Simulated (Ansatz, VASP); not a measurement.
# SrO in VASP and in Ansatz

```
Sr O
1.0
     0.00000    2.59748    2.59748
     2.59748    0.00000    2.59748
     2.59748    2.59748    0.00000
Sr O
1 1
Cartesian
  0.0000 0.0000 0.0000
  2.5975 2.5975 2.5975
```

Alike in both runs: functional PBE; k mesh 6 × 6 × 6; occupations gaussian, width 0.02 eV; no spin polarisation.

Ansatz relaxed the structure, and its values are those at the end. VASP's run is a single point on that final structure, the one shown.

```csv
,VASP,Ansatz
version,VASP 6.6.1,Ansatz 0.2.0
potentials or method,"VASP PAW PBE potentials, release 64 (Sr_sv, O), cutoff 600 eV","scalar-relativistic, plane waves, PAW"
valence electrons in the cell,16,16
```

```csv
,VASP,Ansatz,Ansatz less VASP
gap on the k mesh at the Fermi level (eV),3.28,3.33,+0.045
least direct gap on the mesh (eV),3.39,3.42,+0.035
pressure (GPa),0.4,0.0,-0.42
```
